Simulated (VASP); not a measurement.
# BP (I-4m2) in VASP: further runs

The runs below take BP through single point, with PBE.

Everything below comes from runs of VASP 6.6.1. Logs are shortened: lines on timing, memory, paths and dates and some standing lists are left out, and cuts for length are marked.

## 1. The cell of the first run

The structure is tetragonal, space group I-4m2 (No. 119). Conventional cell: a = 3.080 Å, b = 3.080 Å, c = 4.901 Å, α = 90.00°, β = 90.00°, γ = 90.00°. B (site symmetry -4m2) has 4 P at 1.97 Å within 2.6 Å. P (site symmetry -4m2) has 4 B at 1.97 Å within 2.6 Å.

## 2. Single point, PBE (strain -0.040 along x and y, +0.080 along z)

INCAR

```
PREC = Accurate
ENCUT = 520
EDIFF = 1E-6
ISMEAR = 0
SIGMA = 0.05
LREAL = False
LASPH = True
NELM = 100
ALGO = Normal
ISIF = 2
LWAVE = False
LCHARG = False
GGA = PE
NBANDS = 11
```

KPOINTS

```
regular mesh
0
Gamma
  10 10 10
```

POSCAR

```
BP
1.0
    0.0000000000      2.1782400000      2.4505200000
    2.1782400000      0.0000000000      2.4505200000
    2.1782400000      2.1782400000      0.0000000000
B P
1 1
Direct
    0.0000000000      0.0000000000      0.0000000000
    0.7500000000      0.7500000000      0.7500000000
```

Potentials or basis: VASP PAW PBE potentials, release 64 (B, P).

Started as:

```console
$ cat potpaw_PBE.64/B/POTCAR potpaw_PBE.64/P/POTCAR > POTCAR
$ mpirun -np 1 vasp_std > vasp.out
```

OUTCAR:

```text
PREC = Accurate
   ENCUT = 520
   EDIFF = 1E-6
   ISMEAR = 0
   LREAL = False
   LASPH = True
   NELM = 100
   ISIF = 2
   GGA = PE

 ion  position               nearest neighbor table
   1  0.000  0.000  0.000-   2 1.97   2 1.97   2 1.97   2 1.97
   2  0.750  0.750  0.750-   1 1.97   1 1.97   1 1.97   1 1.97

  LATTYP: Found a body centered tetragonal cell.
 ALAT       =     3.0804965501
 C/A-ratio  =     1.5909902577

  Lattice vectors:

 A1 = (  -2.1782400000,   0.0000000000,   2.4505200000)
 A2 = (   2.1782400000,   0.0000000000,   2.4505200000)
 A3 = (   0.0000000000,   2.1782400000,  -2.4505200000)

Analysis of symmetry for initial positions (statically):
=====================================================================
 Subroutine PRICEL returns:
 Original cell was already a primitive cell.

 Routine SETGRP: Setting up the symmetry group for a
 body centered tetragonal supercell.

 Subroutine GETGRP returns: Found  8 space group operations
 (whereof  8 operations were pure point group operations)
 out of a pool of 16 trial point group operations.

The static configuration has the point symmetry D_2d.

Analysis of symmetry for dynamics (positions and initial velocities):
=====================================================================
 Subroutine PRICEL returns:
 Original cell was already a primitive cell.

 Routine SETGRP: Setting up the symmetry group for a
 body centered tetragonal supercell.

 Subroutine GETGRP returns: Found  8 space group operations
 (whereof  8 operations were pure point group operations)
 out of a pool of 16 trial point group operations.

The dynamic configuration has the point symmetry D_2d.

 Subroutine INISYM returns: Found  8 space group operations
 (whereof  8 operations are pure point group operations),
 and found     1 'primitive' translations

----------------------------------------------------------------------------------------

                                     Primitive cell

  volume of cell :      23.2541

  direct lattice vectors                    reciprocal lattice vectors
     0.000000000  2.178240000  2.450520000    -0.229543117  0.229543117  0.204038327
     2.178240000  0.000000000  2.450520000     0.229543117 -0.229543117  0.204038327
     2.178240000  2.178240000  0.000000000     0.229543117  0.229543117 -0.204038327

  length of vectors
     3.278685372  3.278685372  3.080496550     0.383421079  0.383421079  0.383421079

  position of ions in fractional coordinates (direct lattice)
     0.000000000  0.000000000  0.000000000
     0.750000000  0.750000000  0.750000000

  ion indices of the primitive-cell ions
   primitive index   ion index
                 1           1
                 2           2

----------------------------------------------------------------------------------------

 KPOINTS: regular mesh

Automatic generation of k-mesh.
 Grid dimensions read from file:
 generate k-points for:   10   10   10

 Generating k-lattice:

  Cartesian coordinates                     Fractional coordinates (reciprocal lattice)
    -0.022954312  0.022954312  0.020403833     0.100000000 -0.000000000  0.000000000
     0.022954312 -0.022954312  0.020403833    -0.000000000  0.100000000  0.000000000
     0.022954312  0.022954312 -0.020403833     0.000000000  0.000000000  0.100000000

  Length of vectors
     0.038342108  0.038342108  0.038342108

  Shift w.r.t. Gamma in fractional coordinates (k-lattice)
     0.000000000  0.000000000  0.000000000

 Subroutine IBZKPT returns following result:
 ===========================================

 Found    102 irreducible k-points:

 Following reciprocal coordinates:
            Coordinates               Weight
  0.000000  0.000000  0.000000      1.000000
  0.100000  0.000000  0.000000      8.000000
  0.200000  0.000000  0.000000      8.000000
  0.300000  0.000000  0.000000      8.000000
  0.400000  0.000000  0.000000      8.000000
  0.500000  0.000000  0.000000      4.000000
[... 16 lines left out ...]
  0.300000  0.300000  0.000000      2.000000
  0.400000  0.300000  0.000000      8.000000
 [... further k-points ...]
   k-points           NKPTS =    102   k-points in BZ     NKDIM =    102   number of bands    NBANDS=     11
   number of dos      NEDOS =    301   number of ions     NIONS =      2
   total plane-waves  NPLWV =  13824
   dimension x,y,z NGX =    24 NGY =   24 NGZ =   24
   dimension x,y,z NGXF=    48 NGYF=   48 NGZF=   48
   ions per type =               1   1
   NGX,Y,Z   is equivalent  to a cutoff of  12.17, 12.17, 12.95 a.u.
   NGXF,Y,Z  is equivalent  to a cutoff of  24.34, 24.34, 25.90 a.u.
 SYSTEM =  unknown system
   PREC   = accura    normal or accurate (medium, high low for compatibility)
   ISTART =      0    job   : 0-new  1-cont  2-samecut
   ICHARG =      2    charge: 1-file 2-atom 10-const
   ISPIN  =      1    spin polarized calculation?
   LNONCOLLINEAR =      F non collinear calculations
   LSORBIT =      F    spin-orbit coupling
   LASPH  =      T    aspherical Exc in radial PAW
   ENCUT  =  520.0 eV  38.22 Ry    6.18 a.u.   6.10  6.10  5.73*2*pi/ulx,y,z
   NELM   =    100;   NELMIN=  2; NELMDL= -5     # of ELM steps
   EDIFF  = 0.1E-05   stopping-criterion for ELM
   LREAL  =      F    real-space projection
   EDIFFG = 0.1E-04   stopping-criterion for IOM
   NSW    =      0    number of steps for IOM
   IBRION =     -1    ionic relax: 0-MD 1-quasi-New 2-CG
   NFREE  =      0    steps in history (QN), initial steepest desc. (CG)
   ISIF   =      2    stress and relaxation
   ISYM   =      2    0-nonsym 1-usesym 2-fastsym
   POTIM  = 0.5000    time-step for ionic-motion
   TEBEG  =    0.0;   TEEND  =   0.0 temperature during run
   PSTRESS=    0.0 pullay stress
   NELECT =       8.0000    total number of electrons
   NUPDOWN=      -1.0000    fix difference up-down
   EMIN   =  10.00;   EMAX   =-10.00  energy-range for DOS
   EFERMI =   0.00;   METHOD = LEGACY
   ISMEAR =     0;   SIGMA  =   0.05  broadening in eV -4-tet -1-fermi 0-gaus
   EFERMI_NEDOS =   21; number of points for ismear=-14 and -15
   IALGO  =     38    algorithm
   IMIX   =      4    mixing-type and parameters
     AMIX     =   0.40;   BMIX     =  1.00
     AMIX_MAG =   1.60;   BMIX_MAG =  1.00
  volume/ion in A,a.u.               =      11.63        78.46
  Fermi-wavevector in a.u.,A,eV,Ry     =   1.147110  2.167723 17.903369  1.315860
  Thomas-Fermi vector in A             =   2.283791
   LORBIT       =      0    0 simple, 1 ext, 2 COOP (PROOUT), +10 PAW based schemes
   GGA     = PE    functional components
   LHFCALC =     F    Hartree Fock is set to
   AEXX    =    0.0000 exact exchange contribution
   IVDW    =     0    specifies the selected vdW correction
   LEPSILON=     F    determine dielectric tensor
   LRPA    =     F    only Hartree local field effects (RPA)
 non-spin polarized calculation
 Gauss-broadening in eV      SIGMA  =   0.05
  energy-cutoff  :      520.00
  volume of cell :       23.25
 maximum number of plane-waves:       641
   NGX = 13   NGY = 13   NGZ = 11

 number of electron       8.0000001 magnetization

 Free energy of the ion-electron system (eV)
  ---------------------------------------------------
  ext. energy  EPLUGINS =         0.00000000
  ---------------------------------------------------
  free energy    TOTEN  =       -12.73019555 eV

  energy without entropy =      -12.73019555  energy(sigma->0) =      -12.73019555

 E-fermi :   8.1268     XC(G=0): -10.9432

 val. band max:        7.9618893778   @ k =   0.0000   0.0000   0.0000
 cond. band min:       8.2967841743   @ k =   0.4000   0.0000   0.4000
 fundamental gap:      0.3348947965
 Fermi energy:         8.1268164148

 k-point     1 :       0.0000    0.0000    0.0000
  band No.  band energies     occupation
      1      -7.9985      2.00000
      2       6.6347      2.00000
      3       7.9619      2.00000
      4       7.9619      2.00000
      5      10.7876      0.00000
      6      10.7876      0.00000
      7      11.4026      0.00000
      8      14.5744      0.00000
      9      18.0044      0.00000
     10      19.1276      0.00000
     11      20.8308      0.00000

 k-point     2 :       0.1000    0.0000    0.0000
  band No.  band energies     occupation
      1      -7.8163      2.00000
      2       5.9336      2.00000
      3       7.0318      2.00000
      4       7.7072      2.00000
      5      10.9470      0.00000
      6      11.2165      0.00000
      7      11.9806      0.00000
      8      15.0741      0.00000
      9      17.6460      0.00000
     10      19.6804      0.00000
     11      20.3189      0.00000

 k-point     3 :       0.2000    0.0000    0.0000
  band No.  band energies     occupation
      1      -7.2764      2.00000
      2       3.8451      2.00000
      3       6.1242      2.00000
      4       7.2503      2.00000
      5      10.8764      0.00000
      6      12.0690      0.00000
      7      12.6603      0.00000
      8      16.2080      0.00000
      9      17.7625      0.00000
     10      19.2275      0.00000
     11      20.7246      0.00000

 k-point     4 :       0.3000    0.0000    0.0000
  band No.  band energies     occupation
      1      -6.4085      2.00000
      2       1.5111      2.00000
      3       5.4879      2.00000
      4       6.8774      2.00000
      5      10.5450      0.00000
      6      12.6960      0.00000
      7      12.9176      0.00000
      8      17.3360      0.00000
      9      18.7555      0.00000
     10      19.1507      0.00000
     11      21.3469      0.00000
[... 239 lines left out ...]
 k-point    22 :      -0.2000    0.2000    0.0000
  band No.  band energies     occupation
      1      -5.9894      2.00000
      2       1.9186      2.00000
      3       2.8299      2.00000
      4       7.1066      2.00000
      5      12.3820      0.00000
      6      12.8428      0.00000
      7      13.4413      0.00000
      8      15.3896      0.00000
      9      17.5394      0.00000
     10      21.3366      0.00000
     11      22.7547      0.00000

 k-point    23 :       0.3000    0.3000    0.0000
  band No.  band energies     occupation
      1      -6.1782      2.00000
      2       1.6829      2.00000
      3       5.0330      2.00000
      4       5.0330      2.00000
      5       9.9720      0.00000
      6      11.8973      0.00000
      7      16.2486      0.00000
      8      16.2486      0.00000
      9      19.4368      0.00000
     10      23.0722      0.00000
     11      23.2274      0.00000

 k-point    24 :       0.4000    0.3000    0.0000
  band No.  band energies     occupation
      1      -5.4379      2.00000
      2       0.5828      2.00000
      3       3.9324      2.00000
      4       4.7931      2.00000
      5      10.2887      0.00000
      6      12.0039      0.00000
      7      16.7373      0.00000
      8      17.0712      0.00000
      9      20.5152      0.00000
     10      23.3630      0.00000
     11      23.7923      0.00000

 [... further k-points ...]
[... 5 lines left out ...]
  --------------------------------------------------------------------------------------
  -------------------------------------------------------------------------------------
  Total        1.9937025      1.9937025     -3.3143310      0.0000000      0.0000000     -0.0000000
  in kB      137.3634607    137.3634607   -228.3530178      0.0000000      0.0000000     -0.0000000
  external PRESSURE =      15.4579679 kB  Pullay stress =       0.0000000 kB

 VOLUME and BASIS-vectors are now :
 -----------------------------------------------------------------------------
  energy-cutoff  :      520.00
  volume of cell :       23.25
      direct lattice vectors                 reciprocal lattice vectors
     0.000000000  2.178240000  2.450520000    -0.229543117  0.229543117  0.204038327
     2.178240000  0.000000000  2.450520000     0.229543117 -0.229543117  0.204038327
     2.178240000  2.178240000  0.000000000     0.229543117  0.229543117 -0.204038327

 POSITION                                       TOTAL-FORCE (eV/Angst)
 -----------------------------------------------------------------------------------
      0.00000      0.00000      0.00000        -0.000000     -0.000000     -0.000000
      3.26736      3.26736      3.67578         0.000000      0.000000      0.000000
 -----------------------------------------------------------------------------------
    total drift:                               -0.000000     -0.000000      0.000000

  FREE ENERGIE OF THE ION-ELECTRON SYSTEM (eV)
  ---------------------------------------------------
  free  energy   TOTEN  =       -12.7301955522 eV

  energy  without entropy=      -12.7301955500  energy(sigma->0) =      -12.73019555
```

It took 20 s on 1 thread of AMD EPYC 9R45 (Zen 5), shared host; peak memory 0.11 GiB.

Results:

* Free energy: -12.7302 eV
* Pressure: 1.5 GPa
* Band gap on the k mesh: 0.33 eV, indirect (least direct gap 2.83 eV)

Stress tensor (GPa, compression positive):
```
 13.74   0.00   0.00
  0.00  13.74   0.00
  0.00   0.00 -22.84
```

Caveat: the cell differs from its parent crystal (strain -0.040 along x and y, +0.080 along z).

## 3. Single point, PBE (strain +0.080 along x and y, +0.000 along z)

INCAR

```
SYSTEM = BP
PREC = Accurate ; ENCUT = 520
EDIFF = 1E-6 ; ISMEAR = 0
SIGMA = 0.05 ; LREAL = .False.
LASPH = .True. ; NELM = 80
ALGO = Normal ; ISIF = 2
LWAVE = .False. ; LCHARG = .True.
GGA = PE ; LELF = .True.
LVHAR = .True. ; NBANDS = 11
```

KPOINTS

```
regular mesh
0
Gamma
  10 10 10
  0 0 0
```

POSCAR

```
BP
1.0
    0.0000000000      2.4505200000      2.2690000000
    2.4505200000      0.0000000000      2.2690000000
    2.4505200000      2.4505200000      0.0000000000
B P
1 1
Direct
    0.0000000000      0.0000000000      0.0000000000
    0.7500000000      0.7500000000      0.7500000000
```

Potentials or basis: VASP PAW PBE potentials, release 64 (B, P).

Started as:

```console
$ cat potpaw_PBE.64/B/POTCAR potpaw_PBE.64/P/POTCAR > POTCAR
$ mpirun -np 1 vasp_std > vasp.out
```

Wall time 33 s (1 thread of AMD EPYC 9R45 (Zen 5), shared host); peak memory 0.13 GiB.

It converged, with:

```
Free energy            : -12.6209 eV
Pressure               : -18.0 GPa
Band gap on the k mesh : 0.40 eV, indirect (least direct gap 2.52 eV)
```

Stress tensor (GPa, compression positive):
```
-23.39   0.00   0.00
  0.00 -23.39   0.00
  0.00   0.00  -7.29
```

Levels at points of the mesh, in eV from the valence-band top:
```
           k point  band 2  band 3  band 4  band 5  band 6  band 7
(0.00, 0.00, 0.00)   -0.63   -0.63    0.00    2.52    2.97    2.97
(0.50, 0.00, 0.00)   -8.41   -2.38   -1.59    2.21    3.90    4.74
(0.50, 0.50, 0.00)   -7.84   -4.43   -4.43    0.66    0.79   10.31
(0.50, 0.00, 0.50)   -8.43   -3.80   -3.68    1.47    1.70    9.60
```

Caveat: the cell differs from its parent crystal (strain +0.080 along x and y, +0.000 along z).
